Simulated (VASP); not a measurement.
# Ag (Fm-3m) in VASP: a series of runs, part 2 of 2

VASP 6.6.1.

## 5. Single point, PBEsol

This run uses another cell than the first one, of 17.05 Å³/atom, 1.064 times its volume.

Contents of INCAR:

```
PREC = Accurate ; ENCUT = 520
EDIFF = 1E-6 ; ISMEAR = 1
SIGMA = 0.15 ; LREAL = F
LASPH = T ; NELM = 80
ALGO = Normal ; ISIF = 2
LWAVE = F ; LCHARG = F
GGA = PS ; NBANDS = 12
```

Contents of KPOINTS:

```
Automatic mesh
0
Gamma
  12 12 12
```

Contents of POSCAR:

```
Ag
1.0
    0.0000000000      2.0427500000      2.0427500000
    2.0427500000      0.0000000000      2.0427500000
    2.0427500000      2.0427500000      0.0000000000
Ag
1
Direct
    0.0000000000      0.0000000000      0.0000000000
```

Potentials or basis: VASP PAW PBE potentials, release 64 (Ag).

Command:

```sh
$ cat potpaw_PBE.64/Ag/POTCAR > POTCAR
$ mpirun -np 1 vasp_std > vasp.out
```

OUTCAR:

```text
PREC = Accurate
   ENCUT = 520
   EDIFF = 1E-6
   ISMEAR = 1
   LREAL = F
   LASPH = T
   NELM = 80
   ISIF = 2
   GGA = PS

 ion  position               nearest neighbor table
   1  0.000  0.000  0.000-

  LATTYP: Found a face centered cubic cell.
 ALAT       =     4.0855000000

  Lattice vectors:

 A1 = (   0.0000000000,   2.0427500000,   2.0427500000)
 A2 = (   2.0427500000,   0.0000000000,   2.0427500000)
 A3 = (   2.0427500000,   2.0427500000,   0.0000000000)

Analysis of symmetry for initial positions (statically):
=====================================================================
 Subroutine PRICEL returns:
 Original cell was already a primitive cell.

 Routine SETGRP: Setting up the symmetry group for a
 face centered cubic supercell.

 Subroutine GETGRP returns: Found 48 space group operations
 (whereof 48 operations were pure point group operations)
 out of a pool of 48 trial point group operations.

The static configuration has the point symmetry O_h .

Analysis of symmetry for dynamics (positions and initial velocities):
=====================================================================
 Subroutine PRICEL returns:
 Original cell was already a primitive cell.

 Routine SETGRP: Setting up the symmetry group for a
 face centered cubic supercell.

 Subroutine GETGRP returns: Found 48 space group operations
 (whereof 48 operations were pure point group operations)
 out of a pool of 48 trial point group operations.

The dynamic configuration has the point symmetry O_h .

 Subroutine INISYM returns: Found 48 space group operations
 (whereof 48 operations are pure point group operations),
 and found     1 'primitive' translations

----------------------------------------------------------------------------------------

                                     Primitive cell

  volume of cell :      17.0481

  direct lattice vectors                    reciprocal lattice vectors
     0.000000000  2.042750000  2.042750000    -0.244768082  0.244768082  0.244768082
     2.042750000  0.000000000  2.042750000     0.244768082 -0.244768082  0.244768082
     2.042750000  2.042750000  0.000000000     0.244768082  0.244768082 -0.244768082

  length of vectors
     2.888884755  2.888884755  2.888884755     0.423950755  0.423950755  0.423950755

  position of ions in fractional coordinates (direct lattice)
     0.000000000  0.000000000  0.000000000

  ion indices of the primitive-cell ions
   primitive index   ion index
                 1           1

----------------------------------------------------------------------------------------

 KPOINTS: Automatic mesh

Automatic generation of k-mesh.
 Grid dimensions read from file:
 generate k-points for:   12   12   12

 Generating k-lattice:

  Cartesian coordinates                     Fractional coordinates (reciprocal lattice)
    -0.020397340  0.020397340  0.020397340     0.083333333  0.000000000  0.000000000
     0.020397340 -0.020397340  0.020397340     0.000000000  0.083333333  0.000000000
     0.020397340  0.020397340 -0.020397340     0.000000000  0.000000000  0.083333333

  Length of vectors
     0.035329230  0.035329230  0.035329230

  Shift w.r.t. Gamma in fractional coordinates (k-lattice)
     0.000000000  0.000000000  0.000000000

 Subroutine IBZKPT returns following result:
 ===========================================

 Found     72 irreducible k-points:

 Following reciprocal coordinates:
            Coordinates               Weight
  0.000000  0.000000  0.000000      1.000000
  0.083333  0.000000  0.000000      8.000000
  0.166667  0.000000  0.000000      8.000000
  0.250000  0.000000  0.000000      8.000000
  0.333333  0.000000  0.000000      8.000000
  0.416667  0.000000  0.000000      8.000000
[... 16 lines left out ...]
  0.500000  0.166667  0.000000     24.000000
 -0.416667  0.166667  0.000000     24.000000
 [... further k-points ...]
   k-points           NKPTS =     72   k-points in BZ     NKDIM =     72   number of bands    NBANDS=     12
   number of dos      NEDOS =    301   number of ions     NIONS =      1
   total plane-waves  NPLWV =  13824
   dimension x,y,z NGX =    24 NGY =   24 NGZ =   24
   dimension x,y,z NGXF=    48 NGYF=   48 NGZF=   48
   ions per type =               1
   NGX,Y,Z   is equivalent  to a cutoff of  13.81, 13.81, 13.81 a.u.
   NGXF,Y,Z  is equivalent  to a cutoff of  27.62, 27.62, 27.62 a.u.
 SYSTEM =  unknown system
   PREC   = accura    normal or accurate (medium, high low for compatibility)
   ISTART =      0    job   : 0-new  1-cont  2-samecut
   ICHARG =      2    charge: 1-file 2-atom 10-const
   ISPIN  =      1    spin polarized calculation?
   LNONCOLLINEAR =      F non collinear calculations
   LSORBIT =      F    spin-orbit coupling
   LASPH  =      T    aspherical Exc in radial PAW
   ENCUT  =  520.0 eV  38.22 Ry    6.18 a.u.   5.37  5.37  5.37*2*pi/ulx,y,z
   NELM   =     80;   NELMIN=  2; NELMDL= -5     # of ELM steps
   EDIFF  = 0.1E-05   stopping-criterion for ELM
   LREAL  =      F    real-space projection
   EDIFFG = 0.1E-04   stopping-criterion for IOM
   NSW    =      0    number of steps for IOM
   IBRION =     -1    ionic relax: 0-MD 1-quasi-New 2-CG
   NFREE  =      0    steps in history (QN), initial steepest desc. (CG)
   ISIF   =      2    stress and relaxation
   ISYM   =      2    0-nonsym 1-usesym 2-fastsym
   POTIM  = 0.5000    time-step for ionic-motion
   TEBEG  =    0.0;   TEEND  =   0.0 temperature during run
   PSTRESS=    0.0 pullay stress
   NELECT =      11.0000    total number of electrons
   NUPDOWN=      -1.0000    fix difference up-down
   EMIN   =  10.00;   EMAX   =-10.00  energy-range for DOS
   EFERMI =   0.00;   METHOD = LEGACY
   ISMEAR =     1;   SIGMA  =   0.15  broadening in eV -4-tet -1-fermi 0-gaus
   EFERMI_NEDOS =   21; number of points for ismear=-14 and -15
   IALGO  =     38    algorithm
   IMIX   =      4    mixing-type and parameters
     AMIX     =   0.40;   BMIX     =  1.00
     AMIX_MAG =   1.60;   BMIX_MAG =  1.00
  volume/ion in A,a.u.               =      17.05       115.05
  Fermi-wavevector in a.u.,A,eV,Ry     =   1.414644  2.673290 27.228221  2.001218
  Thomas-Fermi vector in A             =   2.536165
   LORBIT       =      0    0 simple, 1 ext, 2 COOP (PROOUT), +10 PAW based schemes
   GGA     = PS    functional components
   LHFCALC =     F    Hartree Fock is set to
   AEXX    =    0.0000 exact exchange contribution
   IVDW    =     0    specifies the selected vdW correction
   LEPSILON=     F    determine dielectric tensor
   LRPA    =     F    only Hartree local field effects (RPA)
 non-spin polarized calculation
 Methfessel and Paxton  Order N= 1 SIGMA  =   0.15
  energy-cutoff  :      520.00
  volume of cell :       17.05
 maximum number of plane-waves:       477
 NGX is ok and might be reduce to    24
   NGX = 11   NGY = 11   NGZ = 11

 number of electron      10.9999999 magnetization

 Free energy of the ion-electron system (eV)
  ---------------------------------------------------
  ext. energy  EPLUGINS =         0.00000000
  ---------------------------------------------------
  free energy    TOTEN  =        -3.30012177 eV

  energy without entropy =       -3.29991458  energy(sigma->0) =       -3.30005271

 E-fermi :   8.1489     XC(G=0): -12.4125

 val. band max:        8.0238978623   @ k =   0.5000   0.3333   0.1667
 cond. band min:       8.1748596318   @ k =   0.5000   0.0833   0.0000
 fundamental gap:      0.1509617695
 Fermi energy:         8.1489494529

 k-point     1 :       0.0000    0.0000    0.0000
  band No.  band energies     occupation
      1       0.4020      2.00000
      2       3.4657      2.00000
      3       3.4657      2.00000
      4       3.4657      2.00000
      5       4.5132      2.00000
      6       4.5132      2.00000
      7      24.2184      0.00000
      8      27.7926      0.00000
      9      27.7926      0.00000
     10      27.7926      0.00000
     11      32.6118      0.00000
     12      33.7386      0.00000

 k-point     2 :       0.0833    0.0000    0.0000
  band No.  band energies     occupation
      1       0.6175      2.00000
      2       3.4172      2.00000
      3       3.5243      2.00000
      4       3.5243      2.00000
      5       4.4918      2.00000
      6       4.4918      2.00000
      7      24.2129      0.00000
      8      26.2050      0.00000
      9      27.8787      0.00000
     10      27.8787      0.00000
     11      32.3426      0.00000
     12      33.4618      0.00000
[... 316 lines left out ...]
 k-point    24 :      -0.4167    0.1667    0.0000
  band No.  band energies     occupation
      1       2.2850      2.00000
      2       3.2031      2.00000
      3       3.8133      2.00000
      4       4.2697      2.00000
      5       5.1749      2.00000
      6       9.3675     -0.00000
      7      12.2993      0.00000
      8      20.9399      0.00000
      9      24.4952      0.00000
     10      24.5652      0.00000
     11      32.6103      0.00000
     12      32.8464      0.00000

 [... further k-points ...]
[... 5 lines left out ...]
  --------------------------------------------------------------------------------------
  -------------------------------------------------------------------------------------
  Total       -0.2804362     -0.2804362     -0.2804362     -0.0000000      0.0000000     -0.0000000
  in kB      -26.3553616    -26.3553616    -26.3553616     -0.0000000      0.0000000     -0.0000000
  external PRESSURE =     -26.3553616 kB  Pullay stress =       0.0000000 kB

 VOLUME and BASIS-vectors are now :
 -----------------------------------------------------------------------------
  energy-cutoff  :      520.00
  volume of cell :       17.05
      direct lattice vectors                 reciprocal lattice vectors
     0.000000000  2.042750000  2.042750000    -0.244768082  0.244768082  0.244768082
     2.042750000  0.000000000  2.042750000     0.244768082 -0.244768082  0.244768082
     2.042750000  2.042750000  0.000000000     0.244768082  0.244768082 -0.244768082

 POSITION                                       TOTAL-FORCE (eV/Angst)
 -----------------------------------------------------------------------------------
      0.00000      0.00000      0.00000         0.000000      0.000000      0.000000
 -----------------------------------------------------------------------------------
    total drift:                                0.000000     -0.000000     -0.000000

  FREE ENERGIE OF THE ION-ELECTRON SYSTEM (eV)
  ---------------------------------------------------
  free  energy   TOTEN  =        -3.3001217711 eV

  energy  without entropy=       -3.2999145767  energy(sigma->0) =       -3.30005271
```

stdout:

```text
POSCAR found type information on POSCAR Ag
 POSCAR found :  1 types and       1 ions
 scaLAPACK will be used
 -----------------------------------------------------------------------------
|                                                                             |
|                                                                             |
|     You enforced a specific xc type in the INCAR file but a different       |
|     I HOPE YOU KNOW WHAT YOU ARE DOING!                                     |
|                                                                             |
 -----------------------------------------------------------------------------

 LDA part: xc-table for (Slater+PW92), standard interpolation
 POSCAR, INCAR and KPOINTS ok, starting setup
 FFT: planning ... GRIDC
 FFT: planning ... GRID_SOFT
 FFT: planning ... GRID
 WAVECAR not read
 entering main loop
```

Wall time 15 s (1 thread of AMD EPYC 7R13, shared host); peak memory 0.15 GiB.

What came out:

```yaml
Free_energy: -3.3001 eV
Pressure: -2.6 GPa
```

Levels at points of the mesh, in eV from the Fermi level:
| k point | band 4 | band 5 | band 6 | band 7 | band 8 | band 9 |
| --- | --- | --- | --- | --- | --- | --- |
| (0.00, 0.00, 0.00) | -4.68 | -3.64 | -3.64 | 16.07 | 19.64 | 19.64 |
| (0.50, 0.00, 0.00) | -2.84 | -2.84 | -0.37 | 3.67 | 15.30 | 17.90 |
| (0.50, 0.50, 0.00) | -2.63 | -2.63 | 1.63 | 6.80 | 10.69 | 10.69 |

Caveat: the PAW data sets were made with another functional, which shifts forces and pressure a little.

## 6. The runs side by side

| cell | gap on the mesh (eV) | pressure (GPa) |
| --- | --- | --- |
| a = 2.830 Å, angles 60.0°, 1 atom | none | 4.8 |
| a = 2.850 Å, angles 60.0°, 1 atom | none | 2.0 |
| a = 2.869 Å, angles 60.0°, 1 atom | none | -0.5 |
| a = 2.889 Å, angles 60.0°, 1 atom | none | -2.6 |

Alike in all rows: task single point; level PBEsol; potentials or basis VASP PAW PBE potentials, release 64 (Ag); no spin polarisation; k mesh 12 × 12 × 12; cutoff (eV) 520; smearing methfessel-paxton 0.15 eV.

Caveats: the PAW data sets were made with another functional, which shifts forces and pressure a little.

Absolute energies hang on the potentials; compare differences alone.
